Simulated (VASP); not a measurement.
Write the native input for VASP 6.6.1 that does the following.

- Task: single point
- Functional: r2SCAN
- Potentials or basis: VASP PAW PBE potentials, release 64 (Ba_sv, S)
- Cutoff: 520 eV
- k mesh: 6 × 6 × 6
- Occupations: gaussian, width 0.05 eV
- Spin: no spin polarisation
- Dipole correction: no
- Further INCAR settings: ALGO = Normal; EDIFF = 1e-06; NBANDS = 15

Crystal: BaS.

```
Ba S
1.0
     4.36595    0.00000    0.00000
    -2.18297    3.78102    0.00000
     0.00000    0.00000    3.98016
Ba S
1 1
Direct
  0.00000 0.00000 0.00000
  0.66667 0.33333 0.50000
```

The input as run:

POSCAR

```
BaS
1.0
    4.3659497555      0.0000000000      0.0000000000
   -2.1829748777      3.7810233999      0.0000000000
    0.0000000000      0.0000000000      3.9801648148
Ba S
1 1
Direct
    0.0000000000      0.0000000000      0.0000000000
    0.6666666667      0.3333333333      0.5000000000
```

INCAR.step1

```
SYSTEM = BaS
  ALGO = Normal
  EDIFF = 1E-4
  ENCUT = 520
  GGA = PE
  ISMEAR = 0
  LASPH = .True.
  LCHARG = .False.
  LREAL = .False.
  LWAVE = .True.
  NBANDS = 15
  NELM = 60
  PREC = Accurate
  SIGMA = 0.05
```

INCAR.step2

```
SYSTEM = BaS
  ALGO = Normal
  EDIFF = 1E-6
  ENCUT = 520
  ISIF = 2
  ISMEAR = 0
  ISTART = 1
  LASPH = .True.
  LCHARG = .False.
  LMIXTAU = .True.
  LREAL = .False.
  LWAVE = .False.
  METAGGA = R2SCAN
  NBANDS = 15
  NELM = 60
  PREC = Accurate
  SIGMA = 0.05
```

KPOINTS

```
k-points
0
Gamma
  6 6 6
  0 0 0
```

Potentials or basis: VASP PAW PBE potentials, release 64 (Ba_sv, S).

Run with:

```sh
$ cat potpaw_PBE.64/Ba_sv/POTCAR potpaw_PBE.64/S/POTCAR > POTCAR
$ cp INCAR.step1 INCAR
$ mpirun -np 1 vasp_std > vasp.out
$ cp INCAR.step2 INCAR
$ mpirun -np 1 vasp_std > vasp.out
```

Results of the run:

| Quantity | Value |
| --- | --- |
| Pressure | 0.5 GPa |
| Band gap on the k mesh | 2.34 eV, direct |

Caveat: the PAW data sets were made with another functional, which shifts forces and pressure a little; spin-orbit coupling is left out, which moves the levels of the heavy elements.

Wall time 29 s on 1 thread of Intel(R) Xeon(R) 6975P-C (Granite Rapids), on a shared host, peak memory 0.19 GiB.
